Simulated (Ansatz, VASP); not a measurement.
# Ni: VASP beside Ansatz

```
Ni
1.0
     0.00000    1.77105    1.77105
     1.77105    0.00000    1.77105
     3.54210    3.54210    0.00000
Ni
2
Direct
  0.00000 0.00000 0.00000
  0.00000 0.00000 0.50000
```

Change from the starting cell: parallel moments scaled by 0.1, plain SCF.

Alike in both runs: task single point; functional PBE; k mesh 12 × 12 × 6; occupations fermi-dirac, width 0.1 eV; collinear spin.

|  | VASP | Ansatz |
| --- | --- | --- |
| version | VASP 6.6.1 | Ansatz 0.2.0 |
| potentials or method | VASP PAW PBE potentials, release 64 (Ni), cutoff 520 eV | PAW, plane waves, scalar-relativistic |
| valence electrons in the cell | 20 | 36 |

|  | VASP | Ansatz | Ansatz less VASP |
| --- | --- | --- | --- |
| pressure (GPa) | -3.3 | -3.3 | +0.03 |
| net moment per atom (μB) | 0.64 | 0.66 | +0.018 |
| size of the moment on the site where the two differ most (μB) | 0.65 | 0.70 | +0.045 |

Site moments also hang on the region over which each program counts them. VASP's potentials hold 20 valence electrons a cell and Ansatz's 36, so a difference there can come from the potentials and not from the codes.
